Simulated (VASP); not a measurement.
# BN in VASP: further runs

BN is run at these levels: PBE+D3(BJ); tasks: single point.

Program: VASP 6.6.1. These are calculated values, not measurements. Logs are shortened: lines on timing, memory, paths and dates and some standing lists are left out, and cuts for length are marked.

## Step 1: The cell of the first run

The cell holds a slab with vacuum, 36 atoms: a = 7.519 Å, b = 7.519 Å, c = 23.693 Å, α = 90.00°, β = 90.00°, γ = 120.00°.

## Step 2: Single point, PBE+D3(BJ)

INCAR

```
SYSTEM = BN
PREC = Accurate
ENCUT = 520
EDIFF = 1E-6
ISMEAR = 0
SIGMA = 0.05
LREAL = Auto
LASPH = .TRUE.
NELM = 80
ALGO = Normal
ISIF = 2
LWAVE = .FALSE.
LCHARG = .TRUE.
LDIPOL = .TRUE.
IDIPOL = 3
DIPOL = 0.5 0.5 0.408
GGA = PE
IVDW = 12
LELF = .TRUE.
LVHAR = .TRUE.
LVACPOTAV = .TRUE.
NBANDS = 96
```

KPOINTS

```
Automatic mesh
0
G
  3 3 1
  0 0 0
```

POSCAR

```
BN
1.0
    7.5193142762      0.0000000000      0.0000000000
   -3.7596571381      6.5119171822      0.0000000000
    0.0000000000      0.0000000000     23.6927240696
B N
18 18
Direct
    0.2222222222      0.1111111111      0.3376564036
    0.2222222222      0.4444444444      0.3376564036
    0.2222222222      0.7777777778      0.3376564036
    0.5555555556      0.1111111111      0.3376564036
    0.5555555556      0.4444444444      0.3376564036
    0.5555555556      0.7777777778      0.3376564036
    0.8888888889      0.1111111111      0.3376564036
    0.8888888889      0.4444444444      0.3376564036
    0.8888888889      0.7777777778      0.3376564036
    0.1184922508      0.2279813153      0.4790983162
    0.1184919553      0.5612697738      0.4788198265
    0.1184461671      0.8947598219      0.4788129779
    0.4518764477      0.2279833245      0.4789580325
    0.4518258071      0.5613862421      0.4790711113
    0.4519943828      0.8948205364      0.4786062111
    0.7851248111      0.2279898665      0.4789917552
    0.7851467299      0.5613250189      0.4791590213
    0.7851454637      0.8946719625      0.4791057840
    0.1111111111      0.2222222222      0.3376564036
    0.1111111111      0.5555555556      0.3376564036
    0.1111111111      0.8888888889      0.3376564036
    0.4444444444      0.2222222222      0.3376564036
    0.4444444444      0.5555555556      0.3376564036
    0.4444444444      0.8888888889      0.3376564036
    0.7777777778      0.2222222222      0.3376564036
    0.7777777778      0.5555555556      0.3376564036
    0.7777777778      0.8888888889      0.3376564036
    0.2296476435      0.1168700051      0.4790902942
    0.2296019605      0.4502508303      0.4790209709
    0.2296772732      0.7836205448      0.4786034600
    0.5629942104      0.1169447786      0.4786221160
    0.5629353737      0.4502366742      0.4793241489
    0.5628930165      0.7835766855      0.4790287224
    0.8962836505      0.1169030768      0.4792469836
    0.8963507977      0.4503057361      0.4791737897
    0.8962936173      0.7835735210      0.4791291136
```

Potentials or basis: VASP PAW PBE potentials, release 64 (B, N).

Started as:

```
$ cat potpaw_PBE.64/B/POTCAR potpaw_PBE.64/N/POTCAR > POTCAR
$ mpirun -np 1 vasp_std > vasp.out
```

OUTCAR:

```text
SYSTEM = BN
   PREC = Accurate
   ENCUT = 520
   EDIFF = 1E-6
   ISMEAR = 0
   LREAL = Auto
   LASPH = .TRUE.
   NELM = 80
   ISIF = 2
   GGA = PE
   IVDW = 12
 IVDW          = 12

 ion  position               nearest neighbor table
   1  0.222  0.111  0.338-  21 1.45  22 1.45  19 1.45
   2  0.222  0.444  0.338-  19 1.45  23 1.45  20 1.45
   3  0.222  0.778  0.338-  20 1.45  24 1.45  21 1.45
   4  0.556  0.111  0.338-  24 1.45  25 1.45  22 1.45
   5  0.556  0.444  0.338-  22 1.45  26 1.45  23 1.45
   6  0.556  0.778  0.338-  23 1.45  27 1.45  24 1.45
[... 28 lines left out ...]
  35  0.896  0.450  0.479-  11 1.45  17 1.45  16 1.45
  36  0.896  0.784  0.479-  12 1.45  18 1.45  17 1.45

  LATTYP: Found a hexagonal cell.
 ALAT       =     7.5193142762
 C/A-ratio  =     3.1509155223

  Lattice vectors:

 A1 = (   7.5193142762,   0.0000000000,   0.0000000000)
 A2 = (  -3.7596571381,   6.5119171822,   0.0000000000)
 A3 = (   0.0000000000,   0.0000000000,  23.6927240696)

Analysis of symmetry for initial positions (statically):
=====================================================================
 Subroutine PRICEL returns:
 Original cell was already a primitive cell.

 Routine SETGRP: Setting up the symmetry group for a
 hexagonal supercell.

 Subroutine GETGRP returns: Found  1 space group operations
 (whereof  1 operations were pure point group operations)
 out of a pool of 24 trial point group operations.

The static configuration has the point symmetry C_1 .

Analysis of symmetry for dynamics (positions and initial velocities):
=====================================================================
 Subroutine PRICEL returns:
 Original cell was already a primitive cell.

 Routine SETGRP: Setting up the symmetry group for a
 hexagonal supercell.

 Subroutine GETGRP returns: Found  1 space group operations
 (whereof  1 operations were pure point group operations)
 out of a pool of 24 trial point group operations.

The dynamic configuration has the point symmetry C_1 .

 Subroutine INISYM returns: Found  1 space group operations
 (whereof  1 operations are pure point group operations),
 and found     1 'primitive' translations

----------------------------------------------------------------------------------------

                                     Primitive cell

  volume of cell :    1160.1178

  direct lattice vectors                    reciprocal lattice vectors
     7.519314276  0.000000000  0.000000000     0.132990850  0.076782303  0.000000000
    -3.759657138  6.511917182  0.000000000     0.000000000  0.153564607  0.000000000
     0.000000000  0.000000000 23.692724070     0.000000000  0.000000000  0.042207050

  length of vectors
     7.519314276  7.519314276 23.692724070     0.153564607  0.153564607  0.042207050

  position of ions in fractional coordinates (direct lattice)
     0.222222222  0.111111111  0.337656404
     0.222222222  0.444444444  0.337656404
     0.222222222  0.777777778  0.337656404
     0.555555556  0.111111111  0.337656404
     0.555555556  0.444444444  0.337656404
     0.555555556  0.777777778  0.337656404
[... 28 lines left out ...]
     0.896350798  0.450305736  0.479173790
     0.896293617  0.783573521  0.479129114

  ion indices of the primitive-cell ions
   primitive index   ion index
                 1           1
                 2           2
                 3           3
                 4           4
                 5           5
                 6           6
[... 28 lines left out ...]
                35          35
                36          36

----------------------------------------------------------------------------------------

 KPOINTS: Automatic mesh

Automatic generation of k-mesh.
 Grid dimensions read from file:
 generate k-points for:    3    3    1

 Generating k-lattice:

  Cartesian coordinates                     Fractional coordinates (reciprocal lattice)
     0.044330283  0.025594101  0.000000000     0.333333333 -0.000000000  0.000000000
     0.000000000  0.051188202  0.000000000     0.000000000  0.333333333  0.000000000
     0.000000000  0.000000000  0.042207050     0.000000000  0.000000000  1.000000000

  Length of vectors
     0.051188202  0.051188202  0.042207050

  Shift w.r.t. Gamma in fractional coordinates (k-lattice)
     0.000000000  0.000000000  0.000000000

 Subroutine IBZKPT returns following result:
 ===========================================

 Found      5 irreducible k-points:

 Following reciprocal coordinates:
            Coordinates               Weight
  0.000000  0.000000  0.000000      1.000000
  0.333333  0.000000  0.000000      2.000000
  0.000000  0.333333  0.000000      2.000000
 -0.333333  0.333333  0.000000      2.000000
  0.333333  0.333333  0.000000      2.000000
   k-points           NKPTS =      5   k-points in BZ     NKDIM =      5   number of bands    NBANDS=     96
   number of dos      NEDOS =    301   number of ions     NIONS =     36
   total plane-waves  NPLWV = 564480
   dimension x,y,z NGX =    56 NGY =   56 NGZ =  180
   dimension x,y,z NGXF=   112 NGYF=  112 NGZF=  360
   ions per type =              18  18
   NGX,Y,Z   is equivalent  to a cutoff of  12.38, 12.38, 12.63 a.u.
   NGXF,Y,Z  is equivalent  to a cutoff of  24.76, 24.76, 25.26 a.u.
 SYSTEM =  BN
   PREC   = accura    normal or accurate (medium, high low for compatibility)
   ISTART =      0    job   : 0-new  1-cont  2-samecut
   ICHARG =      2    charge: 1-file 2-atom 10-const
   ISPIN  =      1    spin polarized calculation?
   LNONCOLLINEAR =      F non collinear calculations
   LSORBIT =      F    spin-orbit coupling
   LASPH  =      T    aspherical Exc in radial PAW
   ENCUT  =  520.0 eV  38.22 Ry    6.18 a.u.  13.98 13.98 44.05*2*pi/ulx,y,z
   NELM   =     80;   NELMIN=  2; NELMDL= -5     # of ELM steps
   EDIFF  = 0.1E-05   stopping-criterion for ELM
   LREAL  =      T    real-space projection
   EDIFFG = 0.1E-04   stopping-criterion for IOM
   NSW    =      0    number of steps for IOM
   IBRION =     -1    ionic relax: 0-MD 1-quasi-New 2-CG
   NFREE  =      0    steps in history (QN), initial steepest desc. (CG)
   ISIF   =      2    stress and relaxation
   ISYM   =      2    0-nonsym 1-usesym 2-fastsym
   POTIM  = 0.5000    time-step for ionic-motion
   TEBEG  =    0.0;   TEEND  =   0.0 temperature during run
   PSTRESS=    0.0 pullay stress
   NELECT =     144.0000    total number of electrons
   NUPDOWN=      -1.0000    fix difference up-down
   EMIN   =  10.00;   EMAX   =-10.00  energy-range for DOS
   EFERMI =   0.00;   METHOD = LEGACY
   ISMEAR =     0;   SIGMA  =   0.05  broadening in eV -4-tet -1-fermi 0-gaus
   EFERMI_NEDOS =   21; number of points for ismear=-14 and -15
   IALGO  =     38    algorithm
   IMIX   =      4    mixing-type and parameters
     AMIX     =   0.40;   BMIX     =  1.00
     AMIX_MAG =   1.60;   BMIX_MAG =  1.00
  volume/ion in A,a.u.               =      32.23       217.47
  Fermi-wavevector in a.u.,A,eV,Ry     =   0.816636  1.543217  9.073639  0.666894
  Thomas-Fermi vector in A             =   1.926939
   LORBIT       =      0    0 simple, 1 ext, 2 COOP (PROOUT), +10 PAW based schemes
   GGA     = PE    functional components
   LHFCALC =     F    Hartree Fock is set to
   AEXX    =    0.0000 exact exchange contribution
   IVDW    =    12    specifies the selected vdW correction
   LEPSILON=     F    determine dielectric tensor
   LRPA    =     F    only Hartree local field effects (RPA)
 non-spin polarized calculation
 Gauss-broadening in eV      SIGMA  =   0.05
  energy-cutoff  :      520.00
  volume of cell :     1160.12
 maximum number of plane-waves:     31296
   NGX = 27   NGY = 27   NGZ = 89

 dipolmoment           0.000000      0.000000     -0.000008 electrons x Angstroem

 number of electron     144.0000020 magnetization

 dipolmoment           0.000000      0.000000      0.003764 electrons x Angstroem

 Free energy of the ion-electron system (eV)
  ---------------------------------------------------
  ext. energy  EPLUGINS =         0.00000000
  ---------------------------------------------------
  free energy    TOTEN  =      -316.62854752 eV

  energy without entropy =     -316.62854752  energy(sigma->0) =     -316.62854752

 E-fermi :  -3.3522     XC(G=0):  -3.1931

 val. band max:       -3.5723071823   @ k =   0.0000   0.0000   0.0000
 cond. band min:       0.9669884973   @ k =   0.3333   0.3333   0.0000
 fundamental gap:      4.5392956795
 Fermi energy:        -3.3522163906

 k-point     1 :       0.0000    0.0000    0.0000
  band No.  band energies     occupation
      1     -21.2807      2.00000
      2     -21.1420      2.00000
      3     -19.3245      2.00000
      4     -19.3225      2.00000
      5     -19.3215      2.00000
      6     -19.3211      2.00000
[... 76 lines left out ...]
     83       3.3201      0.00000
     84       3.3279      0.00000

 k-point     2 :       0.3333    0.0000    0.0000
  band No.  band energies     occupation
      1     -21.0424      2.00000
      2     -20.9076      2.00000
      3     -20.3525      2.00000
      4     -20.2300      2.00000
      5     -19.7083      2.00000
      6     -19.7062      2.00000
[... 76 lines left out ...]
     83       2.6623      0.00000
     84       2.6755      0.00000

 k-point     3 :       0.0000    0.3333    0.0000
  band No.  band energies     occupation
      1     -21.0424      2.00000
      2     -20.9076      2.00000
      3     -20.3526      2.00000
      4     -20.2298      2.00000
      5     -19.7082      2.00000
      6     -19.7061      2.00000
[... 76 lines left out ...]
     83       2.6316      0.00000
     84       2.6578      0.00000

 k-point     4 :      -0.3333    0.3333    0.0000
  band No.  band energies     occupation
      1     -21.0424      2.00000
      2     -20.9076      2.00000
      3     -20.3525      2.00000
      4     -20.2299      2.00000
      5     -19.7081      2.00000
      6     -19.7063      2.00000
[... 76 lines left out ...]
     83       2.6328      0.00000
     84       2.6721      0.00000

 k-point     5 :       0.3333    0.3333    0.0000
  band No.  band energies     occupation
      1     -20.5788      2.00000
      2     -20.5775      2.00000
      3     -20.5761      2.00000
      4     -20.4521      2.00000
      5     -20.4513      2.00000
      6     -20.4487      2.00000
[... 76 lines left out ...]
     83       2.8090      0.00000
     84       2.8140      0.00000
 [bands above 84 left out]

------------------------ aborting loop because EDIFF is reached ----------------------------------------

 Edisp (eV)   -3.80223

 E8    (eV) :    -1.1721

  FORCE on cell =-STRESS in cart. coord.  units (eV):
  Direction    XX          YY          ZZ          XY          YZ          ZX
  --------------------------------------------------------------------------------------
  -------------------------------------------------------------------------------------
  Total       1.50208     1.43725    -0.27561     0.03328    -0.04669    -0.04641
  in kB       2.07444     1.98491    -0.38063     0.04596    -0.06448    -0.06409
  external pressure =        1.23 kB  Pullay stress =        0.00 kB

 VOLUME and BASIS-vectors are now :
 -----------------------------------------------------------------------------
  energy-cutoff  :      520.00
  volume of cell :     1160.12
      direct lattice vectors                 reciprocal lattice vectors
     7.519314276  0.000000000  0.000000000     0.132990850  0.076782303  0.000000000
    -3.759657138  6.511917182  0.000000000     0.000000000  0.153564607  0.000000000
     0.000000000  0.000000000 23.692724070     0.000000000  0.000000000  0.042207050

 POSITION                                       TOTAL-FORCE (eV/Angst)
 -----------------------------------------------------------------------------------
      1.25322      0.72355      8.00000        -0.000659     -0.000174      0.020336
      0.00000      2.89419      8.00000         0.000180      0.000591      0.022205
     -1.25322      5.06482      8.00000         0.000249      0.000494      0.023691
      3.75966      0.72355      8.00000         0.000220     -0.001242      0.020784
      2.50644      2.89419      8.00000        -0.001272      0.001261      0.019132
      1.25322      5.06482      8.00000         0.000105      0.000501      0.021653
[... 28 lines left out ...]
      5.04695      2.93235     11.35293        -0.018443     -0.034504     -0.010645
      3.79355      5.10257     11.35187        -0.023432     -0.003683     -0.000234
 -----------------------------------------------------------------------------------
    total drift:                                0.001849     -0.004366     -0.002404

  FREE ENERGIE OF THE ION-ELECTRON SYSTEM (eV)
  ---------------------------------------------------
  free  energy   TOTEN  =      -320.4307759378 eV

  energy  without entropy=     -320.4307759378  energy(sigma->0) =     -320.43077594

 vacuum level on the upper side and lower side of the slab         2.281         2.267
```

Run time: 52 min. Hardware: 1 thread of Intel Xeon 8259CL, shared host; peak memory 1.2 GiB.

What came out:

| Quantity | Value |
| --- | --- |
| Free energy | -320.4308 eV |
| Largest force | 0.063 eV/Å |
| Band gap on the k mesh | 4.54 eV |
| Dispersion energy per atom | -0.106 eV |

Forces in eV/Å, atoms in the order of the input:
```
B   -0.001  0.000  0.020
B    0.000  0.001  0.022
B    0.000  0.000  0.024
B    0.000 -0.001  0.021
B   -0.001  0.001  0.019
B    0.000  0.001  0.022
B    0.001  0.000  0.020
B    0.002  0.001  0.019
B    0.000  0.002  0.021
B    0.008  0.011  0.002
B   -0.005  0.051  0.016
B    0.050 -0.035  0.015
B   -0.020  0.013 -0.009
B    0.000 -0.014 -0.002
B   -0.043 -0.040  0.016
B    0.022  0.029 -0.008
B    0.009  0.010 -0.007
B    0.004 -0.005 -0.003
N    0.001  0.001 -0.023
N    0.001  0.001 -0.024
N    0.001  0.002 -0.024
N    0.001  0.002 -0.024
N    0.002  0.001 -0.023
N    0.002  0.001 -0.026
N    0.002  0.002 -0.024
N    0.001  0.001 -0.023
N    0.001  0.001 -0.023
N   -0.018  0.023 -0.009
N    0.014 -0.022  0.003
N   -0.011 -0.002  0.012
N    0.001  0.005  0.036
N   -0.002 -0.004 -0.011
N    0.026  0.007 -0.004
N   -0.007 -0.005 -0.011
N   -0.018 -0.035 -0.011
N   -0.023 -0.004  0.000
```

Levels at points of the mesh, in eV from the valence-band top:
| k point | band 70 | band 71 | band 72 | band 73 | band 74 | band 75 |
| --- | --- | --- | --- | --- | --- | --- |
| (0.00, 0.00, 0.00) | -0.02 | 0.00 | 0.00 | 4.69 | 4.69 | 4.74 |

## Step 3: Single point, PBE+D3(BJ)

This run uses another cell than the first one.

INCAR

```
ALGO = Normal ; DIPOL = 0.5 0.5 0.502
EDIFF = 1E-6 ; ENCUT = 520
GGA = PE ; IDIPOL = 3
ISIF = 2 ; ISMEAR = 0
IVDW = 12 ; LASPH = T
LCHARG = F ; LDIPOL = T
LREAL = Auto ; LWAVE = F
NBANDS = 96 ; NELM = 80
PREC = Accurate ; SIGMA = 0.05
```

KPOINTS

```
k-points
0
Gamma
  3 3 1
```

POSCAR

```
BN
1.0
    7.5193142762      0.0000000000      0.0000000000
   -3.7596571381      6.5119171822      0.0000000000
    0.0000000000      0.0000000000     19.3084240696
B N
18 18
Direct
    0.2222222222      0.1111111111      0.4143269265
    0.2222222222      0.4444444444      0.4143269265
    0.2222222222      0.7777777778      0.4143269265
    0.5555555556      0.1111111111      0.4143269265
    0.5555555556      0.4444444444      0.4143269265
    0.5555555556      0.7777777778      0.4143269265
    0.8888888889      0.1111111111      0.4143269265
    0.8888888889      0.4444444444      0.4143269265
    0.8888888889      0.7777777778      0.4143269265
    0.1111111111      0.2222222222      0.5891576697
    0.1111111111      0.5555555556      0.5891576697
    0.1111111111      0.8888888889      0.5891576697
    0.4444444444      0.2222222222      0.5891576697
    0.4444444444      0.5555555556      0.5891576697
    0.4444444444      0.8888888889      0.5891576697
    0.7777777778      0.2222222222      0.5891576697
    0.7777777778      0.5555555556      0.5891576697
    0.7777777778      0.8888888889      0.5891576697
    0.1111111111      0.2222222222      0.4143269265
    0.1111111111      0.5555555556      0.4143269265
    0.1111111111      0.8888888889      0.4143269265
    0.4444444444      0.2222222222      0.4143269265
    0.4444444444      0.5555555556      0.4143269265
    0.4444444444      0.8888888889      0.4143269265
    0.7777777778      0.2222222222      0.4143269265
    0.7777777778      0.5555555556      0.4143269265
    0.7777777778      0.8888888889      0.4143269265
    0.2222222222      0.1111111111      0.5892828796
    0.2222222222      0.4444444444      0.5892828796
    0.2222222222      0.7777777778      0.5892828796
    0.5555555556      0.1111111111      0.5892828796
    0.5555555556      0.4444444444      0.5892828796
    0.5555555556      0.7777777778      0.5892828796
    0.8888888889      0.1111111111      0.5892828796
    0.8888888889      0.4444444444      0.5892828796
    0.8888888889      0.7777777778      0.5892828796
```

Potentials or basis: VASP PAW PBE potentials, release 64 (B, N).

Started as:

```
$ cat potpaw_PBE.64/B/POTCAR potpaw_PBE.64/N/POTCAR > POTCAR
$ mpirun -np 1 vasp_std > vasp.out
```

It took 11 min on 1 thread of AMD EPYC 7R13 (Zen 3), shared host; peak memory 0.86 GiB.

Results (log left out):

- Free energy: -320.4346 eV
- Largest force: 0.023 eV/Å
- Band gap on the k mesh: 4.58 eV
- Dispersion energy per atom: -0.105 eV

Forces in eV/Å, atoms in the order of the input:
```
B    0.000  0.000  0.023
B    0.000  0.000  0.023
B    0.000  0.000  0.023
B    0.000  0.000  0.023
B    0.000  0.000  0.023
B    0.000  0.000  0.023
B    0.000  0.000  0.023
B    0.000  0.000  0.023
B    0.000  0.000  0.023
B    0.000  0.000  0.012
B    0.000  0.000  0.012
B    0.000  0.000  0.012
B    0.000  0.000  0.012
B    0.000  0.000  0.012
B    0.000  0.000  0.012
B    0.000  0.000  0.012
B    0.000  0.000  0.012
B    0.000  0.000  0.012
N    0.000  0.000 -0.018
N    0.000  0.000 -0.018
N    0.000  0.000 -0.018
N    0.000  0.000 -0.018
N    0.000  0.000 -0.018
N    0.000  0.000 -0.018
N    0.000  0.000 -0.018
N    0.000  0.000 -0.018
N    0.000  0.000 -0.018
N    0.000  0.000 -0.017
N    0.000  0.000 -0.017
N    0.000  0.000 -0.017
N    0.000  0.000 -0.017
N    0.000  0.000 -0.017
N    0.000  0.000 -0.017
N    0.000  0.000 -0.017
N    0.000  0.000 -0.017
N    0.000  0.000 -0.017
```

Levels at points of the mesh, in eV from the valence-band top:
```
           k point  band 68  band 69  band 70  band 71  band 72  band 73  band 74  band 75  band 76  band 77
(0.00, 0.00, 0.00)    -1.31    -0.01    -0.01     0.00     0.00     4.71     4.71     4.72     4.72     4.81
```
